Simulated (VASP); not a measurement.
# Rh (I4/mmm) in VASP: single point with PBEsol

Aim: the single point of Rh with PBEsol.

Everything below comes from runs of VASP 6.6.1. Logs are shortened: lines on timing, memory, paths and dates and some standing lists are left out, and cuts for length are marked.

**1. The cell of the first run**

The structure is tetragonal, space group I4/mmm (No. 139). The conventional cell has a = 2.622 Å, b = 2.622 Å, c = 3.613 Å, α = 90.00°, β = 90.00°, γ = 90.00°. Rh (site symmetry 4/mmm) has 12 Rh at 2.59 to 2.62 Å within 3.4 Å.

**2. Single point, PBEsol (strain -0.025 along x and y, -0.050 along z)**

Input file INCAR:

```
PREC = Accurate
ENCUT = 520
EDIFF = 1E-6
ISMEAR = 0
SIGMA = 0.15
LREAL = False
LASPH = True
NELM = 60
ALGO = Fast
ISIF = 2
LWAVE = False
LCHARG = False
GGA = PS
NBANDS = 14
```

Input file KPOINTS:

```
Automatic mesh
0
Gamma
  22 22 22
```

Input file POSCAR:

```
Rh
1.0
    0.0000000000      1.8540112500      1.8064725000
    1.8540112500      0.0000000000      1.8064725000
    1.8540112500      1.8540112500      0.0000000000
Rh
1
Direct
    0.0000000000      0.0000000000      0.0000000000
```

Potentials or basis: VASP PAW PBE potentials, release 64 (Rh_pv).

Started as:

```sh
$ cat potpaw_PBE.64/Rh_pv/POTCAR > POTCAR
$ mpirun -np 1 vasp_std > vasp.out
```

OUTCAR:

```text
PREC = Accurate
   ENCUT = 520
   EDIFF = 1E-6
   ISMEAR = 0
   LREAL = False
   LASPH = True
   NELM = 60
   ISIF = 2
   GGA = PS

 ion  position               nearest neighbor table
   1  0.000  0.000  0.000-

  LATTYP: Found a body centered tetragonal cell.
 ALAT       =     2.6219678545
 C/A-ratio  =     1.3779516762

  Lattice vectors:

 A1 = (   0.0000000000,  -1.8540112500,  -1.8064725000)
 A2 = (   0.0000000000,   1.8540112500,  -1.8064725000)
 A3 = (   1.8540112500,   0.0000000000,   1.8064725000)

Analysis of symmetry for initial positions (statically):
=====================================================================
 Subroutine PRICEL returns:
 Original cell was already a primitive cell.

 Routine SETGRP: Setting up the symmetry group for a
 body centered tetragonal supercell.

 Subroutine GETGRP returns: Found 16 space group operations
 (whereof 16 operations were pure point group operations)
 out of a pool of 16 trial point group operations.

The static configuration has the point symmetry D_4h.

Analysis of symmetry for dynamics (positions and initial velocities):
=====================================================================
 Subroutine PRICEL returns:
 Original cell was already a primitive cell.

 Routine SETGRP: Setting up the symmetry group for a
 body centered tetragonal supercell.

 Subroutine GETGRP returns: Found 16 space group operations
 (whereof 16 operations were pure point group operations)
 out of a pool of 16 trial point group operations.

The dynamic configuration has the point symmetry D_4h.

 Subroutine INISYM returns: Found 16 space group operations
 (whereof 16 operations are pure point group operations),
 and found     1 'primitive' translations

----------------------------------------------------------------------------------------

                                     Primitive cell

  volume of cell :      12.4190

  direct lattice vectors                    reciprocal lattice vectors
     0.000000000  1.854011250  1.806472500    -0.269685526  0.269685526  0.276782514
     1.854011250  0.000000000  1.806472500     0.269685526 -0.269685526  0.276782514
     1.854011250  1.854011250  0.000000000     0.269685526  0.269685526 -0.276782514

  length of vectors
     2.588571152  2.588571152  2.621967855     0.471242110  0.471242110  0.471242110

  position of ions in fractional coordinates (direct lattice)
     0.000000000  0.000000000  0.000000000

  ion indices of the primitive-cell ions
   primitive index   ion index
                 1           1

----------------------------------------------------------------------------------------

 KPOINTS: Automatic mesh

Automatic generation of k-mesh.
 Grid dimensions read from file:
 generate k-points for:   22   22   22

 Generating k-lattice:

  Cartesian coordinates                     Fractional coordinates (reciprocal lattice)
    -0.012258433  0.012258433  0.012581023     0.045454545 -0.000000000  0.000000000
     0.012258433 -0.012258433  0.012581023    -0.000000000  0.045454545  0.000000000
     0.012258433  0.012258433 -0.012581023     0.000000000  0.000000000  0.045454545

  Length of vectors
     0.021420096  0.021420096  0.021420096

  Shift w.r.t. Gamma in fractional coordinates (k-lattice)
     0.000000000  0.000000000  0.000000000

 Subroutine IBZKPT returns following result:
 ===========================================

 Found    834 irreducible k-points:

 Following reciprocal coordinates:
            Coordinates               Weight
  0.000000  0.000000  0.000000      1.000000
  0.045455  0.000000  0.000000      8.000000
  0.090909  0.000000  0.000000      8.000000
  0.136364  0.000000  0.000000      8.000000
  0.181818  0.000000  0.000000      8.000000
  0.227273  0.000000  0.000000      8.000000
[... 16 lines left out ...]
  0.500000  0.045455  0.000000      8.000000
 -0.454545  0.045455  0.000000      8.000000
 [... further k-points ...]
   k-points           NKPTS =    834   k-points in BZ     NKDIM =    834   number of bands    NBANDS=     14
   number of dos      NEDOS =    301   number of ions     NIONS =      1
   total plane-waves  NPLWV =   8000
   dimension x,y,z NGX =    20 NGY =   20 NGZ =   20
   dimension x,y,z NGXF=    40 NGYF=   40 NGZF=   40
   ions per type =               1
   NGX,Y,Z   is equivalent  to a cutoff of  12.84, 12.84, 12.68 a.u.
   NGXF,Y,Z  is equivalent  to a cutoff of  25.69, 25.69, 25.36 a.u.
 SYSTEM =  unknown system
   PREC   = accura    normal or accurate (medium, high low for compatibility)
   ISTART =      0    job   : 0-new  1-cont  2-samecut
   ICHARG =      2    charge: 1-file 2-atom 10-const
   ISPIN  =      1    spin polarized calculation?
   LNONCOLLINEAR =      F non collinear calculations
   LSORBIT =      F    spin-orbit coupling
   LASPH  =      T    aspherical Exc in radial PAW
   ENCUT  =  520.0 eV  38.22 Ry    6.18 a.u.   4.81  4.81  4.88*2*pi/ulx,y,z
   NELM   =     60;   NELMIN=  2; NELMDL= -5     # of ELM steps
   EDIFF  = 0.1E-05   stopping-criterion for ELM
   LREAL  =      F    real-space projection
[... 7 lines left out ...]
   TEBEG  =    0.0;   TEEND  =   0.0 temperature during run
   PSTRESS=    0.0 pullay stress
   NELECT =      15.0000    total number of electrons
   NUPDOWN=      -1.0000    fix difference up-down
   EMIN   =  10.00;   EMAX   =-10.00  energy-range for DOS
   EFERMI =   0.00;   METHOD = LEGACY
   ISMEAR =     0;   SIGMA  =   0.15  broadening in eV -4-tet -1-fermi 0-gaus
   EFERMI_NEDOS =   21; number of points for ismear=-14 and -15
   IALGO  =     68    algorithm
   IMIX   =      4    mixing-type and parameters
     AMIX     =   0.40;   BMIX     =  1.00
     AMIX_MAG =   1.60;   BMIX_MAG =  1.00
  volume/ion in A,a.u.               =      12.42        83.81
  Fermi-wavevector in a.u.,A,eV,Ry     =   1.743452  3.294646 41.356587  3.039623
  Thomas-Fermi vector in A             =   2.815521
   LORBIT       =      0    0 simple, 1 ext, 2 COOP (PROOUT), +10 PAW based schemes
   GGA     = PS    functional components
   LHFCALC =     F    Hartree Fock is set to
   AEXX    =    0.0000 exact exchange contribution
   IVDW    =     0    specifies the selected vdW correction
   LEPSILON=     F    determine dielectric tensor
   LRPA    =     F    only Hartree local field effects (RPA)
 non-spin polarized calculation
 RMM-DIIS sequential band-by-band and
 Gauss-broadening in eV      SIGMA  =   0.15
  energy-cutoff  :      520.00
  volume of cell :       12.42
 maximum number of plane-waves:       346
   NGX =  9   NGY =  9   NGZ =  9

 number of electron      14.9999995 magnetization

 Free energy of the ion-electron system (eV)
  ---------------------------------------------------
  ext. energy  EPLUGINS =         0.00000000
  ---------------------------------------------------
  free energy    TOTEN  =        -8.04370290 eV

  energy without entropy =       -8.03099262  energy(sigma->0) =       -8.03734776

 E-fermi :  13.7250     XC(G=0): -14.8832

 val. band max:       13.7248895154   @ k =   0.4091   0.3636   0.0000
 cond. band min:      13.7314575856   @ k =   0.3182   0.0000   0.1818
 fundamental gap:      0.0065680702
 Fermi energy:        13.7250034381

 k-point     1 :       0.0000    0.0000    0.0000
  band No.  band energies     occupation
      1     -32.7888      2.00000
      2     -32.7888      2.00000
      3     -32.7715      2.00000
      4       4.9019      2.00000
      5      10.0035      2.00000
      6      10.0035      2.00000
      7      10.3182      2.00000
      8      12.3809      2.00000
      9      12.7724      2.00000
     10      29.5373      0.00000
     11      33.8063      0.00000
     12      35.2602      0.00000
     13      35.2602      0.00000
     14      36.2163      0.00000

 k-point     2 :       0.0455    0.0000    0.0000
  band No.  band energies     occupation
      1     -32.8073      2.00000
      2     -32.7921      2.00000
      3     -32.7776      2.00000
      4       4.9948      2.00000
      5       9.9850      2.00000
      6      10.0418      2.00000
      7      10.3293      2.00000
      8      12.3607      2.00000
      9      12.7453      2.00000
     10      29.6859      0.00000
     11      33.8056      0.00000
     12      34.9321      0.00000
     13      35.4045      0.00000
     14      36.1868      0.00000

 k-point     3 :       0.0909    0.0000    0.0000
  band No.  band energies     occupation
      1     -32.8700      2.00000
      2     -32.8017      2.00000
      3     -32.7866      2.00000
      4       5.2645      2.00000
      5       9.9041      2.00000
      6      10.1461      2.00000
      7      10.3953      2.00000
      8      12.3138      2.00000
      9      12.6759      2.00000
     10      30.1047      0.00000
     11      33.7847      0.00000
     12      33.9417      0.00000
     13      35.8292      0.00000
     14      36.4999      0.00000
[... 324 lines left out ...]
 k-point    23 :       0.5000    0.0455    0.0000
  band No.  band energies     occupation
      1     -33.8178      2.00000
      2     -32.9543      2.00000
      3     -32.9134      2.00000
      4       6.7262      2.00000
      5       9.9090      2.00000
      6      10.1074      2.00000
      7      13.3181      1.99988
      8      14.5159      0.00000
      9      15.3063      0.00000
     10      23.4577      0.00000
     11      29.2297      0.00000
     12      33.8104      0.00000
     13      35.5252      0.00000
     14      35.9101      0.00000

 k-point    24 :      -0.4545    0.0455    0.0000
  band No.  band energies     occupation
      1     -33.8096      2.00000
      2     -32.9492      2.00000
      3     -32.9166      2.00000
      4       6.7372      2.00000
      5       9.9098      2.00000
      6      10.1202      2.00000
      7      13.3073      1.99992
      8      14.3915      0.00000
      9      15.2462      0.00000
     10      23.6126      0.00000
     11      29.2719      0.00000
     12      33.8103      0.00000
     13      35.7787      0.00000
     14      35.8153      0.00000

 [... further k-points ...]

------------------------ aborting loop because EDIFF is reached ----------------------------------------

  FORCE on cell =-STRESS in cart. coord.  units (eV):
  Direction    XX          YY          ZZ          XY          YZ          ZX
  --------------------------------------------------------------------------------------
  -------------------------------------------------------------------------------------
  Total        2.1612876      2.1612876      2.8056506      0.0000000      0.0000000      0.0000000
  in kB      278.8284306    278.8284306    361.9579269      0.0000000      0.0000000      0.0000000
  external PRESSURE =     306.5382627 kB  Pullay stress =       0.0000000 kB

 VOLUME and BASIS-vectors are now :
 -----------------------------------------------------------------------------
  energy-cutoff  :      520.00
  volume of cell :       12.42
      direct lattice vectors                 reciprocal lattice vectors
     0.000000000  1.854011250  1.806472500    -0.269685526  0.269685526  0.276782514
     1.854011250  0.000000000  1.806472500     0.269685526 -0.269685526  0.276782514
     1.854011250  1.854011250  0.000000000     0.269685526  0.269685526 -0.276782514

 POSITION                                       TOTAL-FORCE (eV/Angst)
 -----------------------------------------------------------------------------------
      0.00000      0.00000      0.00000        -0.000000      0.000000      0.000000
 -----------------------------------------------------------------------------------
    total drift:                                0.000000     -0.000000      0.000000

  FREE ENERGIE OF THE ION-ELECTRON SYSTEM (eV)
  ---------------------------------------------------
  free  energy   TOTEN  =        -8.0437028996 eV

  energy  without entropy=       -8.0309926153  energy(sigma->0) =       -8.03734776
```

Wall time 1.8 min (1 thread of Intel Xeon 8259CL, shared host); peak memory 0.24 GiB.

Results:

| Item | Value |
| --- | --- |
| Free energy | -8.0437 eV |
| Pressure | 30.7 GPa |
| Band gap on the k mesh | zero (an odd number of electrons rules out a gap without spin polarisation) |

Levels at points of the mesh, in eV from the Fermi level:
| k point | band 3 | band 4 | band 5 | band 6 | band 7 | band 8 | band 9 | band 10 | band 11 | band 12 |
| --- | --- | --- | --- | --- | --- | --- | --- | --- | --- | --- |
| (0.00, 0.00, 0.00) | -46.50 | -8.82 | -3.72 | -3.72 | -3.41 | -1.34 | -0.95 | 15.81 | 20.08 | 21.54 |
| (0.50, 0.00, 0.00) | -46.62 | -7.07 | -3.89 | -3.54 | 0.56 | 0.61 | 0.79 | 9.72 | 15.34 | 20.09 |
| (0.50, 0.50, 0.00) | -46.92 | -7.39 | -6.99 | 0.66 | 1.21 | 1.21 | 3.75 | 13.51 | 13.51 | 14.12 |
| (0.50, 0.00, 0.50) | -46.85 | -7.37 | -6.95 | 0.68 | 1.04 | 1.32 | 3.14 | 13.35 | 13.82 | 14.20 |

Caveat: the cell differs from its parent crystal (strain -0.025 along x and y, -0.050 along z); the cell stands under pressure; the PAW data sets were made with another functional, which shifts forces and pressure a little.
